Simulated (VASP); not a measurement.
# Cd (Im-3m) in VASP: a series of runs

Runs on Cd. Level: PBE. Tasks: single point, relaxation of cell and atoms.

Everything below comes from runs of VASP 6.6.1. Logs are shortened: lines on timing, memory, paths and dates and some standing lists are left out, and cuts for length are marked.

## 1. The cell of the first run

The structure is cubic, space group Im-3m (No. 229). The conventional cell has a = 7.026 Å, b = 7.026 Å, c = 7.026 Å, α = 90.00°, β = 90.00°, γ = 90.00°. Cd (site symmetry 4mm) has 5 Cd at 2.74 to 3.03 Å within 3.6 Å.

The cell was generated, and may not be a known phase.

## 2. Single point, PBE

Input file INCAR:

```
  ALGO = Normal
  EDIFF = 1E-6
  ENCUT = 520
  GGA = PE
  ISIF = 2
  ISMEAR = 0
  LASPH = True
  LCHARG = False
  LREAL = False
  LWAVE = False
  NBANDS = 45
  NELM = 80
  PREC = Accurate
  SIGMA = 0.1
```

Input file KPOINTS:

```
k-points
0
Gamma
  4 4 4
```

Input file POSCAR:

```
Cd
1.0
   -3.5127804072      3.5127804072      3.5127804072
    3.5127804072     -3.5127804072      3.5127804072
    3.5127804072      3.5127804072     -3.5127804072
Cd
6
Direct
    0.0000000000      0.3050927258      0.3050927258
    0.0000000000      0.6949072742      0.6949072742
    0.3050927258      0.0000000000      0.3050927258
    0.6949072742      0.0000000000      0.6949072742
    0.3050927258      0.3050927258      0.0000000000
    0.6949072742      0.6949072742      0.0000000000
```

Potentials or basis: VASP PAW PBE potentials, release 64 (Cd).

On the command line:

```sh
$ cat potpaw_PBE.64/Cd/POTCAR > POTCAR
$ mpirun -np 1 vasp_std > vasp.out
```

OUTCAR:

```text
EDIFF = 1E-6
   ENCUT = 520
   GGA = PE
   ISIF = 2
   ISMEAR = 0
   LASPH = True
   LREAL = False
   NELM = 80
   PREC = Accurate

 ion  position               nearest neighbor table
   1  0.000  0.305  0.305-   2 2.74   6 3.03   5 3.03   4 3.03   3 3.03
   2  0.000  0.695  0.695-   1 2.74   5 3.03   3 3.03   4 3.03   6 3.03
   3  0.305  0.000  0.305-   4 2.74   6 3.03   5 3.03   2 3.03   1 3.03
   4  0.695  0.000  0.695-   3 2.74   5 3.03   2 3.03   1 3.03   6 3.03
   5  0.305  0.305  0.000-   6 2.74   2 3.03   4 3.03   3 3.03   1 3.03
   6  0.695  0.695  0.000-   5 2.74   1 3.03   3 3.03   4 3.03   2 3.03

  LATTYP: Found a body centered cubic cell.
 ALAT       =     7.0255608144

  Lattice vectors:

 A1 = (  -3.5127804072,   3.5127804072,   3.5127804072)
 A2 = (   3.5127804072,  -3.5127804072,   3.5127804072)
 A3 = (   3.5127804072,   3.5127804072,  -3.5127804072)

Analysis of symmetry for initial positions (statically):
=====================================================================
 Subroutine PRICEL returns:
 Original cell was already a primitive cell.

 Routine SETGRP: Setting up the symmetry group for a
 body centered cubic supercell.

 Subroutine GETGRP returns: Found 48 space group operations
 (whereof 48 operations were pure point group operations)
 out of a pool of 48 trial point group operations.

The static configuration has the point symmetry O_h .

Analysis of symmetry for dynamics (positions and initial velocities):
=====================================================================
 Subroutine PRICEL returns:
 Original cell was already a primitive cell.

 Routine SETGRP: Setting up the symmetry group for a
 body centered cubic supercell.

 Subroutine GETGRP returns: Found 48 space group operations
 (whereof 48 operations were pure point group operations)
 out of a pool of 48 trial point group operations.

The dynamic configuration has the point symmetry O_h .

 Subroutine INISYM returns: Found 48 space group operations
 (whereof 48 operations are pure point group operations),
 and found     1 'primitive' translations

----------------------------------------------------------------------------------------

                                     Primitive cell

  volume of cell :     173.3856

  direct lattice vectors                    reciprocal lattice vectors
    -3.512780407  3.512780407  3.512780407     0.000000000  0.142337391  0.142337391
     3.512780407 -3.512780407  3.512780407     0.142337391  0.000000000  0.142337391
     3.512780407  3.512780407 -3.512780407     0.142337391  0.142337391  0.000000000

  length of vectors
     6.084314141  6.084314141  6.084314141     0.201295469  0.201295469  0.201295469

  position of ions in fractional coordinates (direct lattice)
     0.000000000  0.305092726  0.305092726
     0.000000000  0.694907274  0.694907274
     0.305092726  0.000000000  0.305092726
     0.694907274  0.000000000  0.694907274
     0.305092726  0.305092726  0.000000000
     0.694907274  0.694907274  0.000000000

  ion indices of the primitive-cell ions
   primitive index   ion index
                 1           1
                 2           2
                 3           3
                 4           4
                 5           5
                 6           6

----------------------------------------------------------------------------------------

 KPOINTS: k-points

Automatic generation of k-mesh.
 Grid dimensions read from file:
 generate k-points for:    4    4    4

 Generating k-lattice:

  Cartesian coordinates                     Fractional coordinates (reciprocal lattice)
     0.000000000  0.035584348  0.035584348     0.250000000  0.000000000  0.000000000
     0.035584348  0.000000000  0.035584348     0.000000000  0.250000000  0.000000000
     0.035584348  0.035584348  0.000000000     0.000000000  0.000000000  0.250000000

  Length of vectors
     0.050323867  0.050323867  0.050323867

  Shift w.r.t. Gamma in fractional coordinates (k-lattice)
     0.000000000  0.000000000  0.000000000

 Subroutine IBZKPT returns following result:
 ===========================================

 Found      8 irreducible k-points:

 Following reciprocal coordinates:
            Coordinates               Weight
  0.000000  0.000000  0.000000      1.000000
  0.250000  0.000000  0.000000     12.000000
  0.500000  0.000000  0.000000      6.000000
  0.250000  0.250000  0.000000     24.000000
  0.250000  0.250000  0.250000      2.000000
 -0.250000  0.250000  0.250000      6.000000
  0.500000  0.500000  0.250000     12.000000
  0.500000  0.500000  0.500000      1.000000
   k-points           NKPTS =      8   k-points in BZ     NKDIM =      8   number of bands    NBANDS=     45
   number of dos      NEDOS =    301   number of ions     NIONS =      6
   total plane-waves  NPLWV = 110592
   dimension x,y,z NGX =    48 NGY =   48 NGZ =   48
   dimension x,y,z NGXF=    96 NGYF=   96 NGZF=   96
   ions per type =               6
   NGX,Y,Z   is equivalent  to a cutoff of  13.12, 13.12, 13.12 a.u.
   NGXF,Y,Z  is equivalent  to a cutoff of  26.23, 26.23, 26.23 a.u.
 SYSTEM =  unknown system
   PREC   = accura    normal or accurate (medium, high low for compatibility)
   ISTART =      0    job   : 0-new  1-cont  2-samecut
   ICHARG =      2    charge: 1-file 2-atom 10-const
   ISPIN  =      1    spin polarized calculation?
   LNONCOLLINEAR =      F non collinear calculations
   LSORBIT =      F    spin-orbit coupling
   LASPH  =      T    aspherical Exc in radial PAW
   ENCUT  =  520.0 eV  38.22 Ry    6.18 a.u.  11.31 11.31 11.31*2*pi/ulx,y,z
   NELM   =     80;   NELMIN=  2; NELMDL= -5     # of ELM steps
   EDIFF  = 0.1E-05   stopping-criterion for ELM
   LREAL  =      F    real-space projection
   EDIFFG = 0.1E-04   stopping-criterion for IOM
   NSW    =      0    number of steps for IOM
   IBRION =     -1    ionic relax: 0-MD 1-quasi-New 2-CG
   NFREE  =      0    steps in history (QN), initial steepest desc. (CG)
   ISIF   =      2    stress and relaxation
   ISYM   =      2    0-nonsym 1-usesym 2-fastsym
   POTIM  = 0.5000    time-step for ionic-motion
   TEBEG  =    0.0;   TEEND  =   0.0 temperature during run
   PSTRESS=    0.0 pullay stress
   NELECT =      72.0000    total number of electrons
   NUPDOWN=      -1.0000    fix difference up-down
   EMIN   =  10.00;   EMAX   =-10.00  energy-range for DOS
   EFERMI =   0.00;   METHOD = LEGACY
   ISMEAR =     0;   SIGMA  =   0.10  broadening in eV -4-tet -1-fermi 0-gaus
   EFERMI_NEDOS =   21; number of points for ismear=-14 and -15
   IALGO  =     38    algorithm
   IMIX   =      4    mixing-type and parameters
     AMIX     =   0.40;   BMIX     =  1.00
     AMIX_MAG =   1.60;   BMIX_MAG =  1.00
  volume/ion in A,a.u.               =      28.90       195.01
  Fermi-wavevector in a.u.,A,eV,Ry     =   1.221372  2.308059 20.296489  1.491750
  Thomas-Fermi vector in A             =   2.356557
   LORBIT       =      0    0 simple, 1 ext, 2 COOP (PROOUT), +10 PAW based schemes
   GGA     = PE    functional components
   LHFCALC =     F    Hartree Fock is set to
   AEXX    =    0.0000 exact exchange contribution
   IVDW    =     0    specifies the selected vdW correction
   LEPSILON=     F    determine dielectric tensor
   LRPA    =     F    only Hartree local field effects (RPA)
 non-spin polarized calculation
 Gauss-broadening in eV      SIGMA  =   0.10
  energy-cutoff  :      520.00
  volume of cell :      173.39
 maximum number of plane-waves:      4729
 NGX is ok and might be reduce to    48
   NGX = 23   NGY = 23   NGZ = 23

 number of electron      72.0000000 magnetization

 Free energy of the ion-electron system (eV)
  ---------------------------------------------------
  ext. energy  EPLUGINS =         0.00000000
  ---------------------------------------------------
  free energy    TOTEN  =        -3.40640965 eV

  energy without entropy =       -3.38612969  energy(sigma->0) =       -3.39626967

 E-fermi :   0.9594     XC(G=0):  -9.4503

 val. band max:        0.9434641568   @ k =   0.2500   0.0000   0.0000
 cond. band min:       1.1552906304   @ k =   0.2500   0.0000   0.0000
 fundamental gap:      0.2118264736
 Fermi energy:         0.9594243441

 k-point     1 :       0.0000    0.0000    0.0000
  band No.  band energies     occupation
      1      -8.6046      2.00000
      2      -7.9718      2.00000
      3      -7.9718      2.00000
      4      -7.9718      2.00000
      5      -7.8790      2.00000
      6      -7.8790      2.00000
[... 37 lines left out ...]
     44       7.0296      0.00000
     45       7.0296      0.00000

 k-point     2 :       0.2500    0.0000    0.0000
  band No.  band energies     occupation
      1      -8.4839      2.00000
      2      -8.0805      2.00000
      3      -8.0783      2.00000
      4      -7.9928      2.00000
      5      -7.9769      2.00000
      6      -7.9724      2.00000
[... 37 lines left out ...]
     44       5.1531      0.00000
     45       5.4387      0.00000

 k-point     3 :       0.5000    0.0000    0.0000
  band No.  band energies     occupation
      1      -8.2712      2.00000
      2      -8.1577      2.00000
      3      -8.1502      2.00000
      4      -8.1485      2.00000
      5      -8.0480      2.00000
      6      -7.9763      2.00000
[... 37 lines left out ...]
     44       6.4831      0.00000
     45       6.4960      0.00000

 k-point     4 :       0.2500    0.2500    0.0000
  band No.  band energies     occupation
      1      -8.3252      2.00000
      2      -8.1811      2.00000
      3      -8.1016      2.00000
      4      -8.0799      2.00000
      5      -8.0394      2.00000
      6      -8.0279      2.00000
[... 37 lines left out ...]
     44       6.2530      0.00000
     45       6.6667      0.00000

 k-point     5 :       0.2500    0.2500    0.2500
  band No.  band energies     occupation
      1      -8.1512      2.00000
      2      -8.1512      2.00000
      3      -8.1512      2.00000
      4      -8.0977      2.00000
      5      -8.0977      2.00000
      6      -8.0977      2.00000
[... 37 lines left out ...]
     44       5.0013      0.00000
     45       5.0013      0.00000

 k-point     6 :      -0.2500    0.2500    0.2500
  band No.  band energies     occupation
      1      -8.4597      2.00000
      2      -8.2003      2.00000
      3      -8.0275      2.00000
      4      -8.0275      2.00000
      5      -7.9119      2.00000
      6      -7.9119      2.00000
[... 37 lines left out ...]
     44       5.9965      0.00000
     45       7.7795      0.00000

 k-point     7 :       0.5000    0.5000    0.2500
  band No.  band energies     occupation
      1      -8.4833      2.00000
      2      -8.1186      2.00000
      3      -8.0983      2.00000
      4      -8.0488      2.00000
      5      -7.9576      2.00000
      6      -7.9275      2.00000
[... 37 lines left out ...]
     44       6.5522      0.00000
     45       7.5426      0.00000

 k-point     8 :       0.5000    0.5000    0.5000
  band No.  band energies     occupation
      1      -8.6018      2.00000
      2      -8.0483      2.00000
      3      -8.0483      2.00000
      4      -8.0483      2.00000
      5      -7.8754      2.00000
      6      -7.8754      2.00000
[... 37 lines left out ...]
     44       7.5856      0.00000
     45       9.1178      0.00000

------------------------ aborting loop because EDIFF is reached ----------------------------------------

  FORCE on cell =-STRESS in cart. coord.  units (eV):
  Direction    XX          YY          ZZ          XY          YZ          ZX
  --------------------------------------------------------------------------------------
  -------------------------------------------------------------------------------------
  Total        0.1398451      0.1398451      0.1398451      0.0000000      0.0000000     -0.0000000
  in kB        1.2922450      1.2922450      1.2922450      0.0000000      0.0000000     -0.0000000
  external PRESSURE =       1.2922450 kB  Pullay stress =       0.0000000 kB

 VOLUME and BASIS-vectors are now :
 -----------------------------------------------------------------------------
  energy-cutoff  :      520.00
  volume of cell :      173.39
      direct lattice vectors                 reciprocal lattice vectors
    -3.512780407  3.512780407  3.512780407     0.000000000  0.142337391  0.142337391
     3.512780407 -3.512780407  3.512780407     0.142337391  0.000000000  0.142337391
     3.512780407  3.512780407 -3.512780407     0.142337391  0.142337391  0.000000000

 POSITION                                       TOTAL-FORCE (eV/Angst)
 -----------------------------------------------------------------------------------
      2.14345      0.00000      0.00000        -0.002625      0.000000     -0.000000
      4.88211      0.00000      0.00000         0.002625      0.000000     -0.000000
      0.00000      2.14345      0.00000         0.000000     -0.002625     -0.000000
      0.00000      4.88211      0.00000         0.000000      0.002625     -0.000000
      0.00000      0.00000      2.14345        -0.000000      0.000000     -0.002625
      0.00000      0.00000      4.88211        -0.000000      0.000000      0.002625
 -----------------------------------------------------------------------------------
    total drift:                               -0.000000     -0.000000      0.000000

  FREE ENERGIE OF THE ION-ELECTRON SYSTEM (eV)
  ---------------------------------------------------
  free  energy   TOTEN  =        -3.4064096495 eV

  energy  without entropy=       -3.3861296943  energy(sigma->0) =       -3.39626967
```

It took 72 s on 1 thread of Oxide Virtual Turin-like, shared host; peak memory 0.28 GiB.

Results:

| Item | Value |
| --- | --- |
| Free energy | -3.4064 eV |
| Pressure | 0.1 GPa |
| Band gap on the k mesh | zero (bands 36 and 37 overlap by 2.56 eV) |

Forces in eV/Å, atoms in the order of the input:
```
Cd  -0.003  0.000  0.000
Cd   0.003  0.000  0.000
Cd   0.000 -0.003  0.000
Cd   0.000  0.003  0.000
Cd   0.000  0.000 -0.003
Cd   0.000  0.000  0.003
```

## 3. Single point, PBE

This run uses another cell than the first one, of 38.70 Å³/atom.

Input file INCAR:

```
PREC = Accurate
ENCUT = 520
EDIFF = 1E-6
ISMEAR = 0
SIGMA = 0.1
LREAL = F
LASPH = T
NELM = 80
ALGO = Normal
ISIF = 2
LWAVE = F
LCHARG = T
GGA = PE
LELF = T
LVHAR = T
NBANDS = 45
```

Input file KPOINTS:

```
Automatic mesh
0
Gamma
  4 4 4
```

Input file POSCAR:

```
Cd
1.0
   -3.8719246400      3.8719246400      3.8719246400
    3.8719246400     -3.8719246400      3.8719246400
    3.8719246400      3.8719246400     -3.8719246400
Cd
6
Direct
    0.0000000000      0.1505630600      0.1505630600
    0.0000000000      0.8494369400      0.8494369400
    0.1505630600      0.0000000000      0.1505630600
    0.8494369400      0.0000000000      0.8494369400
    0.1505630600      0.1505630600      0.0000000000
    0.8494369400      0.8494369400      0.0000000000
```

Potentials or basis: VASP PAW PBE potentials, release 64 (Cd).

On the command line:

```sh
$ cat potpaw_PBE.64/Cd/POTCAR > POTCAR
$ mpirun -np 1 vasp_std > vasp.out
```

It took 2.1 min on 1 thread of Oxide Virtual Turin-like, shared host; peak memory 0.31 GiB.

The run converged. Its results:

| Property | Result |
| --- | --- |
| Free energy | 228.8706 eV |
| Pressure | 323.5 GPa |
| Largest force | 202.310 eV/Å |
| Band gap on the k mesh | zero (bands 36 and 37 overlap by 0.25 eV) |

Forces in eV/Å, atoms in the order of the input:
```
Cd   202.310    0.000    0.000
Cd  -202.310    0.000    0.000
Cd     0.000  202.310    0.000
Cd     0.000 -202.310    0.000
Cd     0.000    0.000  202.310
Cd     0.000    0.000 -202.310
```

Levels at points of the mesh, in eV from the Fermi level:
```
           k point  band 32  band 33  band 34  band 35  band 36  band 37  band 38  band 39  band 40  band 41
(0.00, 0.00, 0.00)    -4.68    -4.68    -4.68    -0.25    -0.25    -0.25    -0.16     0.72     0.72     3.70
(0.50, 0.00, 0.00)    -5.22    -4.86    -4.70    -0.53    -0.53     0.61     0.66     0.96     2.16     2.69
(0.50, 0.50, 0.50)    -5.05    -5.05    -5.05    -0.48    -0.48     0.50     0.50     0.50     2.57     4.02
```

Caveat: atoms lie so close that the PAW spheres overlap strongly, which falsifies energies and pressures; the cell stands under pressure; forces of over 1 eV/Å act on the atoms, so gaps and moduli don't describe the material at rest.

## 4. Single point, PBE

This run uses another cell than the first one, of 29.08 Å³/atom.

Input file INCAR:

```
PREC = Accurate
ENCUT = 520
EDIFF = 1E-6
ISMEAR = 0
SIGMA = 0.1
LREAL = False
LASPH = True
NELM = 100
ALGO = Fast
ISIF = 2
LWAVE = False
LCHARG = False
GGA = PE
NBANDS = 45
```

Input file KPOINTS:

```
regular mesh
0
Gamma
  8 8 8
```

Input file POSCAR:

```
Cd
1.0
   -3.5200125487      3.5200125487      3.5200125487
    3.5200125487     -3.5200125487      3.5200125487
    3.5200125487      3.5200125487     -3.5200125487
Cd
6
Direct
    0.0000000000      0.3046945125      0.3046945125
    0.0000000000      0.6953054875      0.6953054875
    0.3046945125      0.0000000000      0.3046945125
    0.6953054875      0.0000000000      0.6953054875
    0.3046945125      0.3046945125      0.0000000000
    0.6953054875      0.6953054875      0.0000000000
```

On the command line:

```sh
$ cat potpaw_PBE.64/Cd/POTCAR > POTCAR
$ mpirun -np 1 vasp_std > vasp.out
```

Wall time 4.5 min (1 thread of Oxide Virtual Turin-like, shared host); peak memory 0.36 GiB.

It converged, with:

| Property | Result |
| --- | --- |
| Free energy | -3.3423 eV |
| Pressure | 0.2 GPa |
| Largest force | 0.006 eV/Å |
| Band gap on the k mesh | zero (bands 36 and 37 overlap by 2.56 eV) |

Forces in eV/Å, atoms in the order of the input:
```
Cd   0.006  0.000  0.000
Cd  -0.006  0.000  0.000
Cd   0.000  0.006  0.000
Cd   0.000 -0.006  0.000
Cd   0.000  0.000  0.006
Cd   0.000  0.000 -0.006
```

Levels at points of the mesh, in eV from the Fermi level:
| k point | band 33 | band 34 | band 35 | band 36 | band 37 | band 38 | band 39 | band 40 |
| --- | --- | --- | --- | --- | --- | --- | --- | --- |
| (0.00, 0.00, 0.00) | -1.29 | -1.29 | -1.07 | -1.07 | -1.07 | 1.17 | 1.17 | 1.17 |
| (0.50, 0.00, 0.00) | -2.40 | -2.38 | -1.78 | -0.65 | 1.12 | 1.30 | 1.74 | 2.19 |
| (0.50, 0.50, 0.50) | -3.41 | -3.14 | -3.14 | -3.14 | 1.00 | 3.01 | 3.01 | 3.01 |

(Continued in part 2 of 2.)

The gap in the log of VASP goes by the Fermi energy; the results here count the filled bands.